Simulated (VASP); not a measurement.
Hf, 1 atom in the cell. Symmetry: Im-3m, No. 229, cubic system. The conventional cell has a = 3.535 Å, b = 3.535 Å, c = 3.535 Å, α = 90.00°, β = 90.00°, γ = 90.00°. Hf (site symmetry m-3m) has 14 Hf at 3.06 to 3.53 Å within 4.0 Å. 

- Program: VASP 6.6.1
- Task: electric field gradients
- Functional: PBEsol
- Potentials or basis: VASP PAW PBE potentials, release 64 (Hf_pv)
- Cutoff: 520 eV
- k mesh: 14 × 14 × 14
- Occupations: fermi-dirac, width 0.05 eV
- Spin: no spin polarisation
- Dipole correction: no
- Further INCAR settings: ALGO = Normal; EDIFF = 1e-08; NBANDS = 11

Potentials or basis: VASP PAW PBE potentials, release 64 (Hf_pv).

Command:

```console
$ cat potpaw_PBE.64/Hf_pv/POTCAR > POTCAR
$ mpirun -np 1 vasp_std > vasp.out
```

Hardware: 1 thread of Intel(R) Xeon(R) 6975P-C (Granite Rapids), on a shared host.

How long does it take, and how much memory?

It took 8.5 s on 1 thread of Intel(R) Xeon(R) 6975P-C (Granite Rapids), with other jobs on the host, peak memory 0.15 GiB. Counts: scf iterations 12, k points 104.
